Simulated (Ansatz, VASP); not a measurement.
# Ge5S in VASP and in Ansatz

INCAR

```
SYSTEM = Ge5S
  PREC = Accurate
  ENCUT = 500
  EDIFF = 1E-7
  ISMEAR = 0
  SIGMA = 0.1
  LREAL = .FALSE.
  LASPH = .TRUE.
  NELM = 120
  ALGO = Normal
  ISIF = 3
  LWAVE = .FALSE.
  LCHARG = .FALSE.
  GGA = PE
  IBRION = 2
  NSW = 100
  EDIFFG = -0.01
  GGA_COMPAT = .FALSE.
  NELMIN = 4
```

File KPOINTS:

```
Automatic mesh
0
G
  8 8 8
  0 0 0
```

The input POSCAR:

```
Ge5S
1.0
    0.0000000000      4.0337732400      4.0337732400
    4.0337732400      0.0000000000      4.0337732400
    4.0337732400      4.0337732400      0.0000000000
Ge S
5 1
Direct
    0.2500000000      0.2500000000      0.2500000000
    0.1295901500      0.6234699500      0.6234699500
    0.6234699500      0.6234699500      0.6234699500
    0.6234699500      0.6234699500      0.1295901500
    0.6234699500      0.1295901500      0.6234699500
    0.0000000000      0.0000000000      0.0000000000
```

Input for Ansatz:

```yaml
crystal:
  lattice:
    - [0.0, 4.03377324, 4.03377324]
    - [4.03377324, 0.0, 4.03377324]
    - [4.03377324, 4.03377324, 0.0]
  atoms:
    - { symbol: Ge, position: [0.25, 0.25, 0.25] }
    - { symbol: Ge, position: [0.12959015, 0.62346995, 0.62346995] }
    - { symbol: Ge, position: [0.62346995, 0.62346995, 0.62346995] }
    - { symbol: Ge, position: [0.62346995, 0.62346995, 0.12959015] }
    - { symbol: Ge, position: [0.62346995, 0.12959015, 0.62346995] }
    - { symbol: S, position: [0.0, 0.0, 0.0] }
basis:
  ecutwfc: 420
kpoints:
  mp_grid: { grid: [8, 8, 8] }
hamiltonian:
  xc: pbe
scf:
  occupations: { method: gaussian, width: 0.1 }
output:
  forces: true
  stress: true
  eigenvalues: true
  write_density: true
  write_potential: true
  elf: true
  volumetric_format: npy
relax:
  adjacent_minimum: "off"
  f_tol: 0.01
  max_steps: 80
  cell: { stress_tol: 0.05 }
```

Change from the starting cell: species swapped into the ZrNi5 type (F-43m, No. 216).

Alike in both runs: task relaxation of cell and atoms; functional PBE; k mesh 8 × 8 × 8; occupations gaussian, width 0.1 eV; no spin polarisation.

|  | VASP | Ansatz |
| --- | --- | --- |
| version | VASP 6.6.1 | Ansatz 0.2.0 |
| potentials or method | VASP PAW PBE potentials, release 64 (Ge_d, S), cutoff 500 eV | scalar-relativistic, plane waves, PAW |
| valence electrons in the cell | 76 | 76 |

Ansatz gave:

```
gap on the k mesh at the Fermi level, each at its own relaxed structure (eV) : none
relaxed volume (Å³/atom)                                                     : 19.94
relaxed length of the cell vector where the two differ most in proportion (Å)              : 5.531
```

Problem. Estimate VASP's values.

Solution. gap on the k mesh at the Fermi level, each at its own relaxed structure (eV): none; relaxed volume (Å³/atom): 19.93; relaxed length of the cell vector where the two differ most in proportion (Å): 5.530.

A gap of «none» marks a metal or a gap that the smearing closes.
